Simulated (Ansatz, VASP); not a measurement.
# One calculation of Lu, two programs

INCAR

```
PREC = Accurate
ENCUT = 520
EDIFF = 1E-6
ISMEAR = -1
SIGMA = 0.1
LREAL = F
LASPH = T
NELM = 100
ALGO = Normal
ISIF = 2
LWAVE = F
LCHARG = F
GGA = PS
NBANDS = 18
```

File KPOINTS:

```
Automatic mesh
0
Gamma
  13 13 13
```

Contents of POSCAR:

```
Lu
1.0
   -1.9373670954      1.9373670954      1.9373670954
    1.9373670954     -1.9373670954      1.9373670954
    1.9373670954      1.9373670954     -1.9373670954
Lu
1
Direct
    0.0000000000      0.0000000000      0.0000000000
```

Input for Ansatz:

```yaml
crystal:
  lattice:
    - [-1.9373670954, 1.9373670954, 1.9373670954]
    - [1.9373670954, -1.9373670954, 1.9373670954]
    - [1.9373670954, 1.9373670954, -1.9373670954]
  atoms:
    - { symbol: Lu, position: [0.0, 0.0, 0.0] }
hamiltonian:
  xc: pbesol
  pseudopotentials:
    kind: paw
    azcp:
      Lu: "pseudopotentials/Lu.paw.azcp"
basis:
  ecutwfc: 420
  fft_grid_basis: typed
kpoints:
  mp_grid: { grid: [13, 13, 13], shift: [0, 0, 0] }
magnetization:
  spin_polarized: false
scf:
  occupations: { method: fermi_dirac, width: 0.1 }
  lower_state_search: "off"
output:
  stress: true
```

Alike in both runs: task single point; functional PBEsol; k mesh 13 × 13 × 13; occupations fermi-dirac, width 0.1 eV; no spin polarisation.

|  | VASP | Ansatz |
| --- | --- | --- |
| version | VASP 6.6.1 | Ansatz 0.2.0 |
| potentials or method | VASP PAW PBE potentials, release 64 (Lu), cutoff 520 eV | plane waves (420 eV) with PAW, scalar-relativistic |
| valence electrons in the cell | 25 | 25 |

```tsv
	VASP	Ansatz	Ansatz less VASP
pressure (GPa)	-1.6	-1.7	-0.11
```

VASP's potentials were made for PBE, not for PBEsol, and Ansatz warns of the same on its side. With one functional, cell and mesh, what is left measures potentials, basis and numerics.

Spin-orbit coupling is off throughout.
